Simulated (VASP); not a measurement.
**O: single point with PBE**

O:

```
O
1.0
     7.50666    0.00000    0.00000
     0.00000    7.50666    0.00000
     0.00000    0.00000    7.50666
O
20
Direct
  0.00382 0.60274 0.84653
  0.99597 0.44006 0.86682
  0.83608 0.58074 0.42815
  0.86154 0.44526 0.51662
  0.15372 0.05662 0.74433
  0.12909 0.02349 0.58589
  0.46481 0.81753 0.41776
  0.33581 0.73291 0.37242
  0.53850 0.17257 0.11704
  0.55539 0.33333 0.11060
  0.77698 0.85824 0.25131
  0.81533 0.81694 0.09948
  0.45432 0.28501 0.66224
  0.40067 0.34299 0.52190
  0.50439 0.72517 0.84353
  0.39432 0.69470 0.96667
  0.07726 0.24867 0.19294
  0.10024 0.10090 0.13106
  0.79691 0.92251 0.74614
  0.73595 0.06789 0.79600
```

```json
{"Program": "VASP 6.6.1", "Task": "single point", "Functional": "PBE", "Potentials or basis": "VASP PAW PBE potentials, release 64 (O_h)", "Cutoff": "1000 eV", "k mesh": "1 × 1 × 1", "Occupations": "fermi-dirac, width 0.05 eV", "Spin": "collinear spin, ferromagnetic start", "Starting moments": "[1.0, 1.0, 1.0, 1.0, 1.0, 1.0, 1.0, 1.0, 1.0, 1.0, 1.0, 1.0, 1.0, 1.0, 1.0, 1.0, 1.0, 1.0, 1.0, 1.0] μB", "Dipole correction": "no", "Further INCAR settings": "LREAL = Auto; ALGO = Normal; EDIFF = 1e-06; NBANDS = 80"}
```

| Quantity | Value |
| --- | --- |
| Pressure | 0.3 GPa |
| Largest force | 2.673 eV/Å |
| Net moment | 20.00 μB per cell |
| Site moments | O +0.62, +0.63 (each value once) μB |
| Valence electrons inside the program's atomic spheres | O 3.30, 3.32, 3.31, 3.28, 3.29 (each value once) |

Forces in eV/Å, atoms in the order of the input:
```
O    0.015 -0.975  0.094
O    0.078  0.947 -0.064
O    0.165 -0.850  0.545
O   -0.155  0.532 -0.486
O   -0.096 -0.199 -0.703
O    0.152  0.154  0.653
O    0.522  0.449  0.318
O   -0.740 -0.473 -0.228
O   -0.080 -0.273  0.068
O    0.046  0.317 -0.017
O    0.084  0.363  0.010
O    0.041 -0.091 -0.073
O    0.265 -0.162  0.594
O   -0.224  0.294 -0.638
O   -1.820 -0.562  1.876
O    1.683  0.478 -1.875
O   -0.016  0.229  0.181
O    0.072 -0.235 -0.055
O   -0.610  1.410  0.308
O    0.616 -1.353 -0.507
```

Stress tensor (GPa, compression positive):
```
 0.68  0.26  0.62
 0.26  0.00 -0.19
 0.62 -0.19  0.28
```

Levels at points of the mesh, in eV from the Fermi level:
Spin up:
```csv
k point,band 67,band 68,band 69,band 70,band 71,band 72,band 73,band 74
"(0.00, 0.00, 0.00)",-0.91,-0.85,-0.82,-0.71,5.41,6.51,6.79,6.90
```
Spin down:
```csv
k point,band 48,band 49,band 50,band 51,band 52,band 53
"(0.00, 0.00, 0.00)",-5.31,-5.29,-5.11,0.71,0.82,0.85
```

Wall time 3.2 min on 1 thread of Intel(R) Xeon(R) Platinum 8488C (Sapphire Rapids), with other jobs on the host, peak memory 1.3 GiB.

Caveat: the k points lie up to 0.84 Å⁻¹ apart, too coarse for converged energies, forces and pressures; the atoms stand as in a frame of molecular dynamics.
